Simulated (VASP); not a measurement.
# ZrC (Fm-3m) in VASP: notebook

ZrC is run at these levels: r2SCAN; tasks: single point.

Program: VASP 6.6.1. These are calculated values, not measurements. Logs are shortened: lines on timing, memory, paths and dates and some standing lists are left out, and cuts for length are marked.

## (1) The cell of the first run

The structure is cubic, space group Fm-3m (No. 225). The conventional cell has a = 4.713 Å, b = 4.713 Å, c = 4.713 Å, α = 90.00°, β = 90.00°, γ = 90.00°. Within 3.1 Å of Zr (site symmetry m-3m) lie 6 C at 2.36 Å. Within 3.1 Å of C (site symmetry m-3m) lie 6 Zr at 2.36 Å.

## (2) Single point, r2SCAN

The input, POSCAR:

```
ZrC
1.0
    0.0000000000      2.3564331911      2.3564331911
    2.3564331911      0.0000000000      2.3564331911
    2.3564331911      2.3564331911      0.0000000000
Zr C
1 1
Direct
    0.0000000000      0.0000000000      0.0000000000
    0.5000000000      0.5000000000      0.5000000000
```

The input, INCAR.step1:

```
ALGO     = Normal         # electronic algorithm
EDIFF    = 1E-4           # SCF threshold, eV
ENCUT    = 520            # plane-wave cutoff, eV
GGA      = PE             # functional
ISMEAR   = 0              # smearing method
LASPH    = True           # aspherical terms in the spheres
LCHARG   = False          # write CHGCAR
LREAL    = False          # projectors in reciprocal space
LWAVE    = True           # write WAVECAR
NBANDS   = 15             # bands
NELM     = 60             # most SCF steps
PREC     = Accurate       # precision mode
SIGMA    = 0.1            # smearing width, eV
```

The input, INCAR.step2:

```
ALGO     = Normal         # electronic algorithm
EDIFF    = 1E-6           # SCF threshold, eV
ENCUT    = 520            # plane-wave cutoff, eV
ISIF     = 2              # what is computed and relaxed
ISMEAR   = 0              # smearing method
ISTART   = 1            
LASPH    = True           # aspherical terms in the spheres
LCHARG   = False          # write CHGCAR
LMIXTAU  = True         
LREAL    = False          # projectors in reciprocal space
LWAVE    = False          # write WAVECAR
METAGGA  = R2SCAN         # meta-GGA
NBANDS   = 15             # bands
NELM     = 60             # most SCF steps
PREC     = Accurate       # precision mode
SIGMA    = 0.1            # smearing width, eV
```

The input, KPOINTS:

```
k-points
0
Gamma
  6 6 6
```

Potentials or basis: VASP PAW PBE potentials, release 64 (Zr_sv, C).

Command:

```bash
$ cat potpaw_PBE.64/Zr_sv/POTCAR potpaw_PBE.64/C/POTCAR > POTCAR
$ cp INCAR.step1 INCAR
$ mpirun -np 1 vasp_std > vasp.out
$ cp INCAR.step2 INCAR
$ mpirun -np 1 vasp_std > vasp.out
```

OUTCAR:

```text
EDIFF = 1E-6
   ENCUT = 520
   ISIF = 2
   ISMEAR = 0
   ISTART = 1
   LASPH = True
   LREAL = False
   METAGGA = R2SCAN
   NELM = 60
   PREC = Accurate

 ion  position               nearest neighbor table
   1  0.000  0.000  0.000-   2 2.36   2 2.36   2 2.36   2 2.36   2 2.36   2 2.36
   2  0.500  0.500  0.500-   1 2.36   1 2.36   1 2.36   1 2.36   1 2.36   1 2.36

  LATTYP: Found a face centered cubic cell.
 ALAT       =     4.7128663822

  Lattice vectors:

 A1 = (   0.0000000000,   2.3564331911,   2.3564331911)
 A2 = (   2.3564331911,   0.0000000000,   2.3564331911)
 A3 = (   2.3564331911,   2.3564331911,   0.0000000000)

Analysis of symmetry for initial positions (statically):
=====================================================================
 Subroutine PRICEL returns:
 Original cell was already a primitive cell.

 Routine SETGRP: Setting up the symmetry group for a
 face centered cubic supercell.

 Subroutine GETGRP returns: Found 48 space group operations
 (whereof 48 operations were pure point group operations)
 out of a pool of 48 trial point group operations.

The static configuration has the point symmetry O_h .

Analysis of symmetry for dynamics (positions and initial velocities):
=====================================================================
 Subroutine PRICEL returns:
 Original cell was already a primitive cell.

 Routine SETGRP: Setting up the symmetry group for a
 face centered cubic supercell.

 Subroutine GETGRP returns: Found 48 space group operations
 (whereof 48 operations were pure point group operations)
 out of a pool of 48 trial point group operations.

The dynamic configuration has the point symmetry O_h .

 Subroutine INISYM returns: Found 48 space group operations
 (whereof 48 operations are pure point group operations),
 and found     1 'primitive' translations

----------------------------------------------------------------------------------------

                                     Primitive cell

  volume of cell :      26.1695

  direct lattice vectors                    reciprocal lattice vectors
     0.000000000  2.356433191  2.356433191    -0.212185095  0.212185095  0.212185095
     2.356433191  0.000000000  2.356433191     0.212185095 -0.212185095  0.212185095
     2.356433191  2.356433191  0.000000000     0.212185095  0.212185095 -0.212185095

  length of vectors
     3.332499778  3.332499778  3.332499778     0.367515365  0.367515365  0.367515365

  position of ions in fractional coordinates (direct lattice)
     0.000000000  0.000000000  0.000000000
     0.500000000  0.500000000  0.500000000
[... 80 lines left out ...]
   NUPDOWN=      -1.0000    fix difference up-down
   EMIN   =  10.00;   EMAX   =-10.00  energy-range for DOS
   EFERMI =   0.00;   METHOD = LEGACY
   ISMEAR =     0;   SIGMA  =   0.10  broadening in eV -4-tet -1-fermi 0-gaus
   EFERMI_NEDOS =   21; number of points for ismear=-14 and -15
   IALGO  =     38    algorithm
   IMIX   =      4    mixing-type and parameters
     AMIX     =   0.40;   BMIX     =  1.00
     AMIX_MAG =   1.60;   BMIX_MAG =  1.00
  volume/ion in A,a.u.               =      13.08        88.30
  Fermi-wavevector in a.u.,A,eV,Ry     =   1.389472  2.625721 26.267836  1.930632
  Thomas-Fermi vector in A             =   2.513499
   LORBIT       =      0    0 simple, 1 ext, 2 COOP (PROOUT), +10 PAW based schemes
   METAGGA = R2SCAN    functional components
   LHFCALC =     F    Hartree Fock is set to
   AEXX    =    0.0000 exact exchange contribution
   IVDW    =     0    specifies the selected vdW correction
   LEPSILON=     F    determine dielectric tensor
   LRPA    =     F    only Hartree local field effects (RPA)
 non-spin polarized calculation
 Gauss-broadening in eV      SIGMA  =   0.10
  energy-cutoff  :      520.00
  volume of cell :       26.17
 maximum number of plane-waves:       725
 NGX is ok and might be reduce to    28
   NGX = 13   NGY = 13   NGZ = 13

 number of electron      16.0000000 magnetization

 Free energy of the ion-electron system (eV)
  ---------------------------------------------------
  ext. energy  EPLUGINS =         0.00000000
  ---------------------------------------------------
  free energy    TOTEN  =       -34.71730689 eV

  energy without entropy =      -34.71622534  energy(sigma->0) =      -34.71676611

 E-fermi :   9.4517     XC(G=0): -12.8968

 val. band max:        9.3178985447   @ k =   0.1667   0.1667   0.0000
 cond. band min:       9.5593323041   @ k =   0.5000   0.5000   0.0000
 fundamental gap:      0.2414337594
 Fermi energy:         9.4516887405

 k-point     1 :       0.0000    0.0000    0.0000
  band No.  band energies     occupation
      1     -40.3004      2.00000
      2     -17.3074      2.00000
      3     -17.3074      2.00000
      4     -17.3074      2.00000
      5      -2.4468      2.00000
      6      10.4850      0.00000
      7      10.4850      0.00000
      8      10.4850      0.00000
      9      10.8672      0.00000
     10      10.8672      0.00000
     11      10.8672      0.00000
     12      12.4982      0.00000
     13      12.4982      0.00000
     14      17.4187      0.00000
[... 257 lines left out ...]
      2     -17.9246      2.00000
      3     -17.7028      2.00000
      4     -17.6086      2.00000
      5      -0.8055      2.00000
      6       7.1737      2.00000
      7       7.2728      2.00000
      8       7.3597      2.00000
      9      11.5567      0.00000
     10      14.4336      0.00000
     11      15.4890      0.00000
     12      16.0464      0.00000
     13      17.4339      0.00000
     14      22.7923      0.00000
     15      22.7928      0.00000

------------------------ aborting loop because EDIFF is reached ----------------------------------------

  FORCE on cell =-STRESS in cart. coord.  units (eV):
  Direction    XX          YY          ZZ          XY          YZ          ZX
  --------------------------------------------------------------------------------------
  -------------------------------------------------------------------------------------
  Total        0.0025268      0.0025268      0.0025268      0.0000000      0.0000000      0.0000000
  in kB        0.1547013      0.1547013      0.1547013      0.0000000      0.0000000      0.0000000
  external PRESSURE =       0.1547013 kB  Pullay stress =       0.0000000 kB

 VOLUME and BASIS-vectors are now :
 -----------------------------------------------------------------------------
  energy-cutoff  :      520.00
  volume of cell :       26.17
      direct lattice vectors                 reciprocal lattice vectors
     0.000000000  2.356433191  2.356433191    -0.212185095  0.212185095  0.212185095
     2.356433191  0.000000000  2.356433191     0.212185095 -0.212185095  0.212185095
     2.356433191  2.356433191  0.000000000     0.212185095  0.212185095 -0.212185095

 POSITION                                       TOTAL-FORCE (eV/Angst)
 -----------------------------------------------------------------------------------
      0.00000      0.00000      0.00000         0.000000     -0.000000     -0.000000
      2.35643      2.35643      2.35643         0.000000      0.000000      0.000000
 -----------------------------------------------------------------------------------
    total drift:                                0.000000      0.000000      0.000000

  FREE ENERGIE OF THE ION-ELECTRON SYSTEM (eV)
  ---------------------------------------------------
  free  energy   TOTEN  =       -34.7173068853 eV

  energy  without entropy=      -34.7162253417  energy(sigma->0) =      -34.71676611
```

OSZICAR.step1:

```text
N       E                     dE             d eps       ncg     rms          rms(c)
DAV:   1     0.101877147516E+03    0.10188E+03   -0.86536E+03   480   0.108E+03
DAV:   2    -0.183757867820E+02   -0.12025E+03   -0.11272E+03   613   0.286E+02
DAV:   3    -0.228081283394E+02   -0.44323E+01   -0.43875E+01   649   0.482E+01
DAV:   4    -0.229331050640E+02   -0.12498E+00   -0.12492E+00   634   0.735E+00
DAV:   5    -0.229341946297E+02   -0.10896E-02   -0.10896E-02   628   0.625E-01    0.200E+01
DAV:   6    -0.195886340487E+02    0.33456E+01   -0.65512E+00   536   0.228E+01    0.698E+00
DAV:   7    -0.194690666473E+02    0.11957E+00   -0.59878E-01   537   0.600E+00    0.610E+00
DAV:   8    -0.194789099853E+02   -0.98433E-02   -0.28858E-01   600   0.453E+00    0.497E+00
DAV:   9    -0.194527011700E+02    0.26209E-01   -0.52180E-02   515   0.192E+00    0.478E-01
DAV:  10    -0.194526356304E+02    0.65540E-04   -0.26363E-03   632   0.454E-01    0.106E-01
DAV:  11    -0.194526143728E+02    0.21258E-04   -0.53597E-05   414   0.723E-02
   1 F= -.19452614E+02 E0= -.19452292E+02  d E =-.645190E-03
```

Wall time 36 s (1 thread of Intel Xeon Platinum 8259CL at 2.50GHz (Skylake/Cascade Lake), shared host); peak memory 0.16 GiB.

Results:

```yaml
Free_energy: -34.7173 eV
Pressure: 0.0 GPa
Band_gap_on_the_k_mesh: zero (band 8 reaches 10.48 eV, above the bottom of band 9 at 9.26 eV)
```

Caveat: the k points lie up to 0.38 Å⁻¹ apart; the PAW data sets were made with another functional, which shifts forces and pressure a little.

## (3) Single point, r2SCAN

The input, POSCAR:

```
ZrC
1.0
    0.0000000000      2.3557426481      2.3557426481
    2.3557426481      0.0000000000      2.3557426481
    2.3557426481      2.3557426481      0.0000000000
Zr C
1 1
Direct
    0.0000000000      0.0000000000      0.0000000000
    0.5000000000      0.5000000000      0.5000000000
```

The input, INCAR.step1:

```
SYSTEM = ZrC
  PREC = Accurate
  ENCUT = 520
  ISMEAR = 0
  SIGMA = 0.1
  LREAL = .False.
  LASPH = .True.
  NELM = 80
  NBANDS = 15
  GGA = PE
  ALGO = Normal
  EDIFF = 1E-4
  LWAVE = .True.
  LCHARG = .False.
```

The input, INCAR.step2:

```
SYSTEM = ZrC
  PREC = Accurate
  ENCUT = 520
  EDIFF = 1E-7
  ISMEAR = 0
  SIGMA = 0.1
  LREAL = .False.
  LASPH = .True.
  NELM = 80
  ALGO = Normal
  ISIF = 2
  LWAVE = .False.
  LCHARG = .False.
  METAGGA = R2SCAN
  LMIXTAU = .True.
  NBANDS = 15
  ISTART = 1
```

The input, KPOINTS:

```
Automatic mesh
0
Gamma
  20 20 20
  0 0 0
```

Potentials or basis: VASP PAW PBE potentials, release 64 (Zr_sv, C).

Command:

```bash
$ cat potpaw_PBE.64/Zr_sv/POTCAR potpaw_PBE.64/C/POTCAR > POTCAR
$ cp INCAR.step1 INCAR
$ mpirun -np 1 vasp_std > vasp.out
$ cp INCAR.step2 INCAR
$ mpirun -np 1 vasp_std > vasp.out
```

OUTCAR:

```text
SYSTEM = ZrC
   PREC = Accurate
   ENCUT = 520
   EDIFF = 1E-7
   ISMEAR = 0
   LREAL = .False.
   LASPH = .True.
   NELM = 80
   ISIF = 2
   METAGGA = R2SCAN
   ISTART = 1

 ion  position               nearest neighbor table
   1  0.000  0.000  0.000-   2 2.36   2 2.36   2 2.36   2 2.36   2 2.36   2 2.36
   2  0.500  0.500  0.500-   1 2.36   1 2.36   1 2.36   1 2.36   1 2.36   1 2.36

  LATTYP: Found a face centered cubic cell.
 ALAT       =     4.7114852962

  Lattice vectors:

 A1 = (   0.0000000000,   2.3557426481,   2.3557426481)
 A2 = (   2.3557426481,   0.0000000000,   2.3557426481)
 A3 = (   2.3557426481,   2.3557426481,   0.0000000000)

Analysis of symmetry for initial positions (statically):
=====================================================================
 Subroutine PRICEL returns:
 Original cell was already a primitive cell.

 Routine SETGRP: Setting up the symmetry group for a
 face centered cubic supercell.

 Subroutine GETGRP returns: Found 48 space group operations
 (whereof 48 operations were pure point group operations)
 out of a pool of 48 trial point group operations.

The static configuration has the point symmetry O_h .

Analysis of symmetry for dynamics (positions and initial velocities):
=====================================================================
 Subroutine PRICEL returns:
 Original cell was already a primitive cell.

 Routine SETGRP: Setting up the symmetry group for a
 face centered cubic supercell.

 Subroutine GETGRP returns: Found 48 space group operations
 (whereof 48 operations were pure point group operations)
 out of a pool of 48 trial point group operations.

The dynamic configuration has the point symmetry O_h .

 Subroutine INISYM returns: Found 48 space group operations
 (whereof 48 operations are pure point group operations),
 and found     1 'primitive' translations

----------------------------------------------------------------------------------------

[... 116 lines left out ...]
   LORBIT       =      0    0 simple, 1 ext, 2 COOP (PROOUT), +10 PAW based schemes
   METAGGA = R2SCAN    functional components
   LHFCALC =     F    Hartree Fock is set to
   AEXX    =    0.0000 exact exchange contribution
   IVDW    =     0    specifies the selected vdW correction
   LEPSILON=     F    determine dielectric tensor
   LRPA    =     F    only Hartree local field effects (RPA)
 non-spin polarized calculation
 Gauss-broadening in eV      SIGMA  =   0.10
  energy-cutoff  :      520.00
  volume of cell :       26.15
 maximum number of plane-waves:       725
 NGX is ok and might be reduce to    28
   NGX = 13   NGY = 13   NGZ = 13

 number of electron      16.0000000 magnetization

 Free energy of the ion-electron system (eV)
  ---------------------------------------------------
  ext. energy  EPLUGINS =         0.00000000
  ---------------------------------------------------
  free energy    TOTEN  =       -34.72531635 eV

  energy without entropy =      -34.72417320  energy(sigma->0) =      -34.72474478

 E-fermi :   9.5899     XC(G=0): -12.9046

 val. band max:        9.5765936256   @ k =   0.4500   0.4000   0.0000
 cond. band min:       9.5933653715   @ k =   0.2000   0.2000   0.0000
 fundamental gap:      0.0167717459
 Fermi energy:         9.5899292490

 k-point     1 :       0.0000    0.0000    0.0000
  band No.  band energies     occupation
      1     -40.2856      2.00000
      2     -17.2920      2.00000
      3     -17.2920      2.00000
      4     -17.2920      2.00000
      5      -2.4462      2.00000
      6      10.4884      0.00000
      7      10.4884      0.00000
      8      10.4884      0.00000
      9      10.8786      0.00000
     10      10.8786      0.00000
     11      10.8786      0.00000
     12      12.5112      0.00000
     13      12.5112      0.00000
     14      17.4311      0.00000
[... 401 lines left out ...]
      2     -18.0168      2.00000
      3     -17.3796      2.00000
      4     -17.3483      2.00000
      5      -0.1039      2.00000
      6       5.0665      2.00000
      7       6.7671      2.00000
      8       6.9598      2.00000
      9      13.3311      0.00000
     10      13.3820      0.00000
     11      14.1837      0.00000
     12      18.1000      0.00000
     13      18.6721      0.00000
     14      19.3064      0.00000
     15      24.4670      0.00000

 [... further k-points ...]
[... 5 lines left out ...]
  --------------------------------------------------------------------------------------
  -------------------------------------------------------------------------------------
  Total        0.0370888      0.0370888      0.0370888      0.0000000      0.0000000     -0.0000000
  in kB        2.2726908      2.2726908      2.2726908      0.0000000      0.0000000     -0.0000000
  external PRESSURE =       2.2726908 kB  Pullay stress =       0.0000000 kB

 VOLUME and BASIS-vectors are now :
 -----------------------------------------------------------------------------
  energy-cutoff  :      520.00
  volume of cell :       26.15
      direct lattice vectors                 reciprocal lattice vectors
     0.000000000  2.355742648  2.355742648    -0.212247293  0.212247293  0.212247293
     2.355742648  0.000000000  2.355742648     0.212247293 -0.212247293  0.212247293
     2.355742648  2.355742648  0.000000000     0.212247293  0.212247293 -0.212247293

 POSITION                                       TOTAL-FORCE (eV/Angst)
 -----------------------------------------------------------------------------------
      0.00000      0.00000      0.00000         0.000000      0.000000      0.000000
      2.35574      2.35574      2.35574         0.000000     -0.000000     -0.000000
 -----------------------------------------------------------------------------------
    total drift:                                0.000000      0.000000      0.000000

  FREE ENERGIE OF THE ION-ELECTRON SYSTEM (eV)
  ---------------------------------------------------
  free  energy   TOTEN  =       -34.7253163544 eV

  energy  without entropy=      -34.7241732022  energy(sigma->0) =      -34.72474478
```

OSZICAR.step1:

```text
N       E                     dE             d eps       ncg     rms          rms(c)
DAV:   1     0.102503897967E+03    0.10250E+03   -0.86421E+03  7688   0.108E+03
DAV:   2    -0.184538892765E+02   -0.12096E+03   -0.11289E+03  9892   0.285E+02
DAV:   3    -0.228521128913E+02   -0.43982E+01   -0.43624E+01 11171   0.478E+01
DAV:   4    -0.229408116118E+02   -0.88699E-01   -0.88664E-01  9836   0.623E+00
DAV:   5    -0.229421343063E+02   -0.13227E-02   -0.13227E-02 10619   0.579E-01    0.201E+01
DAV:   6    -0.195851116807E+02    0.33570E+01   -0.64100E+00  8964   0.227E+01    0.694E+00
DAV:   7    -0.194785220054E+02    0.10659E+00   -0.62378E-01  8854   0.593E+00    0.608E+00
DAV:   8    -0.195026666663E+02   -0.24145E-01   -0.34721E-01  9206   0.460E+00    0.519E+00
DAV:   9    -0.194639300197E+02    0.38737E-01   -0.65585E-02  8499   0.187E+00    0.946E-01
DAV:  10    -0.194627343140E+02    0.11957E-02   -0.64228E-03 10137   0.651E-01    0.889E-02
DAV:  11    -0.194627329039E+02    0.14101E-05   -0.17920E-04  8218   0.125E-01
   1 F= -.19462733E+02 E0= -.19462037E+02  d E =-.139263E-02
```

It took 8.4 min on 1 thread of Intel Xeon Platinum 8259CL at 2.50GHz (Skylake/Cascade Lake), shared host; peak memory 0.25 GiB.

What came out:

```yaml
Free_energy: -34.7253 eV
Pressure: 0.2 GPa
Band_gap_on_the_k_mesh: zero (band 8 reaches 10.49 eV, above the bottom of band 9 at 9.16 eV)
```

Caveat: the PAW data sets were made with another functional, which shifts forces and pressure a little.
